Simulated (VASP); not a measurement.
# Cr (Cmmm) in VASP: single point with PBE

Aim: the single point of Cr with PBE.

Everything below comes from runs of VASP 6.6.1. Logs are shortened: lines on timing, memory, paths and dates and some standing lists are left out, and cuts for length are marked.

## (1) The cell of the first run

Symmetry: Cmmm, No. 65, orthorhombic system. Conventional cell: a = 2.406 Å, b = 4.563 Å, c = 2.242 Å, α = 90.00°, β = 90.00°, γ = 90.00°. Within 3.0 Å of Cr (site symmetry mmm) lie 8 Cr at 2.24 to 2.58 Å.

## (2) Single point, PBE

The input, INCAR:

```
PREC = Accurate
ENCUT = 520
EDIFF = 1E-6
ISMEAR = 0
SIGMA = 0.1
LREAL = F
LASPH = T
NELM = 80
ALGO = Fast
ISIF = 2
LWAVE = F
LCHARG = T
GGA = PE
LELF = T
LVHAR = T
NBANDS = 12
```

The input, KPOINTS:

```
Automatic mesh
0
Gamma
  20 20 18
```

The input, POSCAR:

```
Cr
1.0
    1.2028230342     -2.2813414293      0.0000000000
    1.2028230342      2.2813414293      0.0000000000
    0.0000000000      0.0000000000      2.2421601491
Cr
1
Direct
    0.0000000000      0.0000000000      0.0000000000
```

Potentials or basis: VASP PAW PBE potentials, release 64 (Cr_pv).

Launch:

```console
$ cat potpaw_PBE.64/Cr_pv/POTCAR > POTCAR
$ mpirun -np 1 vasp_std > vasp.out
```

OUTCAR:

```text
PREC = Accurate
   ENCUT = 520
   EDIFF = 1E-6
   ISMEAR = 0
   LREAL = F
   LASPH = T
   NELM = 80
   ISIF = 2
   GGA = PE

 ion  position               nearest neighbor table
   1  0.000  0.000  0.000-

  LATTYP: Found a base centered orthorhombic cell.
 ALAT       =     2.4056460684
 B/A-ratio  =     1.8966559206
 C/A-ratio  =     0.9320407430

  Lattice vectors:

 A1 = (   1.2028230342,  -2.2813414293,   0.0000000000)
 A2 = (   1.2028230342,   2.2813414293,   0.0000000000)
 A3 = (   0.0000000000,   0.0000000000,   2.2421601491)

Analysis of symmetry for initial positions (statically):
=====================================================================
 Subroutine PRICEL returns:
 Original cell was already a primitive cell.

 Routine SETGRP: Setting up the symmetry group for a
 base centered orthorhombic supercell.

 Subroutine GETGRP returns: Found  8 space group operations
 (whereof  8 operations were pure point group operations)
 out of a pool of  8 trial point group operations.

The static configuration has the point symmetry D_2h.

Analysis of symmetry for dynamics (positions and initial velocities):
=====================================================================
 Subroutine PRICEL returns:
 Original cell was already a primitive cell.

 Routine SETGRP: Setting up the symmetry group for a
 base centered orthorhombic supercell.

 Subroutine GETGRP returns: Found  8 space group operations
 (whereof  8 operations were pure point group operations)
 out of a pool of  8 trial point group operations.

The dynamic configuration has the point symmetry D_2h.

 Subroutine INISYM returns: Found  8 space group operations
 (whereof  8 operations are pure point group operations),
 and found     1 'primitive' translations

----------------------------------------------------------------------------------------

                                     Primitive cell

  volume of cell :      12.3052

  direct lattice vectors                    reciprocal lattice vectors
     1.202823034 -2.281341429  0.000000000     0.415688747 -0.219169298  0.000000000
     1.202823034  2.281341429  0.000000000     0.415688747  0.219169298  0.000000000
     0.000000000  0.000000000  2.242160149     0.000000000  0.000000000  0.445998472

  length of vectors
     2.579011820  2.579011820  2.242160149     0.469927990  0.469927990  0.445998472

[... 79 lines left out ...]
   LREAL  =      F    real-space projection
   EDIFFG = 0.1E-04   stopping-criterion for IOM
   NSW    =      0    number of steps for IOM
   IBRION =     -1    ionic relax: 0-MD 1-quasi-New 2-CG
   NFREE  =      0    steps in history (QN), initial steepest desc. (CG)
   ISIF   =      2    stress and relaxation
   ISYM   =      2    0-nonsym 1-usesym 2-fastsym
   POTIM  = 0.5000    time-step for ionic-motion
   TEBEG  =    0.0;   TEEND  =   0.0 temperature during run
   PSTRESS=    0.0 pullay stress
   NELECT =      12.0000    total number of electrons
   NUPDOWN=      -1.0000    fix difference up-down
   EMIN   =  10.00;   EMAX   =-10.00  energy-range for DOS
   EFERMI =   0.00;   METHOD = LEGACY
   ISMEAR =     0;   SIGMA  =   0.10  broadening in eV -4-tet -1-fermi 0-gaus
   EFERMI_NEDOS =   21; number of points for ismear=-14 and -15
   IALGO  =     68    algorithm
   IMIX   =      4    mixing-type and parameters
     AMIX     =   0.40;   BMIX     =  1.00
     AMIX_MAG =   1.60;   BMIX_MAG =  1.00
  volume/ion in A,a.u.               =      12.31        83.04
  Fermi-wavevector in a.u.,A,eV,Ry     =   1.623450  3.067876 35.859396  2.635591
  Thomas-Fermi vector in A             =   2.716898
   LORBIT       =      0    0 simple, 1 ext, 2 COOP (PROOUT), +10 PAW based schemes
   GGA     = PE    functional components
   LHFCALC =     F    Hartree Fock is set to
   AEXX    =    0.0000 exact exchange contribution
   IVDW    =     0    specifies the selected vdW correction
   LEPSILON=     F    determine dielectric tensor
   LRPA    =     F    only Hartree local field effects (RPA)
 non-spin polarized calculation
 RMM-DIIS sequential band-by-band and
 Gauss-broadening in eV      SIGMA  =   0.10
  energy-cutoff  :      520.00
  volume of cell :       12.31
 maximum number of plane-waves:       348
   NGX =  9   NGY =  9   NGZ =  9

 number of electron      11.9999996 magnetization

 Free energy of the ion-electron system (eV)
  ---------------------------------------------------
  ext. energy  EPLUGINS =         0.00000000
  ---------------------------------------------------
  free energy    TOTEN  =        -8.78252705 eV

  energy without entropy =       -8.77723031  energy(sigma->0) =       -8.77987868

 E-fermi :  10.1496     XC(G=0): -13.2186

 val. band max:       10.1487923003   @ k =  -0.3000   0.2500   0.3333
 cond. band min:      10.1496860487   @ k =   0.0500   0.0000   0.0000
 fundamental gap:      0.0008937484
 Fermi energy:        10.1495864323

 k-point     1 :       0.0000    0.0000    0.0000
  band No.  band energies     occupation
      1     -32.5229      2.00000
      2     -32.3867      2.00000
      3     -32.1826      2.00000
      4       2.6122      2.00000
      5       6.8479      2.00000
      6       8.8379      2.00000
      7      10.2069      0.41734
      8      12.7017      0.00000
      9      12.9076      0.00000
     10      17.6605      0.00000
     11      28.5614      0.00000
     12      31.7867      0.00000
[... 331 lines left out ...]
 k-point    24 :      -0.3500    0.0500    0.0000
  band No.  band energies     occupation
      1     -33.0436      2.00000
      2     -32.6552      2.00000
      3     -32.1172      2.00000
      4       5.6412      2.00000
      5       7.4133      2.00000
      6       8.9283      2.00000
      7      11.6046      0.00000
      8      11.6797      0.00000
      9      12.4676      0.00000
     10      17.6589      0.00000
     11      22.6149      0.00000
     12      26.0358      0.00000

 [... further k-points ...]
[... 5 lines left out ...]
  --------------------------------------------------------------------------------------
  -------------------------------------------------------------------------------------
  Total       -0.0280202     -0.0265977      0.0020682     -0.0000000      0.0000000      0.0000000
  in kB       -3.6483214     -3.4631042      0.2692866     -0.0000000      0.0000000      0.0000000
  external PRESSURE =      -2.2807130 kB  Pullay stress =       0.0000000 kB

 VOLUME and BASIS-vectors are now :
 -----------------------------------------------------------------------------
  energy-cutoff  :      520.00
  volume of cell :       12.31
      direct lattice vectors                 reciprocal lattice vectors
     1.202823034 -2.281341429  0.000000000     0.415688747 -0.219169298  0.000000000
     1.202823034  2.281341429  0.000000000     0.415688747  0.219169298  0.000000000
     0.000000000  0.000000000  2.242160149     0.000000000  0.000000000  0.445998472

 POSITION                                       TOTAL-FORCE (eV/Angst)
 -----------------------------------------------------------------------------------
      0.00000      0.00000      0.00000         0.000000     -0.000000      0.000000
 -----------------------------------------------------------------------------------
    total drift:                                0.000000      0.000000      0.000000

  FREE ENERGIE OF THE ION-ELECTRON SYSTEM (eV)
  ---------------------------------------------------
  free  energy   TOTEN  =        -8.7825270468 eV

  energy  without entropy=       -8.7772303092  energy(sigma->0) =       -8.77987868
```

OSZICAR:

```text
N       E                     dE             d eps       ncg     rms          rms(c)
DAV:   1     0.828932673285E+02    0.82893E+02   -0.71484E+03 26784   0.118E+03
DAV:   2    -0.865338275799E+01   -0.91547E+02   -0.88075E+02 27168   0.296E+02
DAV:   3    -0.994338711532E+01   -0.12900E+01   -0.12818E+01 29200   0.426E+01
DAV:   4    -0.995056578131E+01   -0.71787E-02   -0.71784E-02 28324   0.318E+00
DAV:   5    -0.995065982044E+01   -0.94039E-04   -0.94039E-04 29280   0.336E-01    0.110E+01
RMM:   6    -0.879792277588E+01    0.11527E+01   -0.30717E+00 28246   0.205E+01    0.149E+00
RMM:   7    -0.878854787740E+01    0.93749E-02   -0.57873E-02 29743   0.287E+00    0.886E-01
RMM:   8    -0.878277211660E+01    0.57758E-02   -0.82081E-03 30485   0.960E-01    0.188E-01
RMM:   9    -0.878254984831E+01    0.22227E-03   -0.20311E-03 30256   0.589E-01    0.598E-02
RMM:  10    -0.878252880982E+01    0.21038E-04   -0.19390E-04 31945   0.206E-01    0.959E-03
RMM:  11    -0.878252901788E+01   -0.20806E-06   -0.41901E-05 31293   0.902E-02    0.503E-03
RMM:  12    -0.878252660972E+01    0.24082E-05   -0.46363E-06 23461   0.318E-02    0.229E-03
RMM:  13    -0.878252704682E+01   -0.43710E-06   -0.17489E-06 18947   0.186E-02
   1 F= -.87825270E+01 E0= -.87798787E+01  d E =-.529674E-02
```

Wall time 2.2 min (1 thread of Intel Xeon Platinum 8259CL at 2.50GHz (Skylake/Cascade Lake), shared host); peak memory 0.26 GiB.

What came out:

```
Free energy            : -8.7825 eV
Pressure               : -0.2 GPa
Band gap on the k mesh : zero (band 6 reaches 10.73 eV, above the bottom of band 7 at 9.70 eV)
```

Stress tensor (GPa, compression positive):
```
-0.36  0.00  0.00
 0.00 -0.35  0.00
 0.00  0.00  0.03
```

Caveat: the run has no spin polarisation, though such a crystal can be magnetic. Spin polarisation is off, so any magnetic state and its effect on volume and gap are missing.
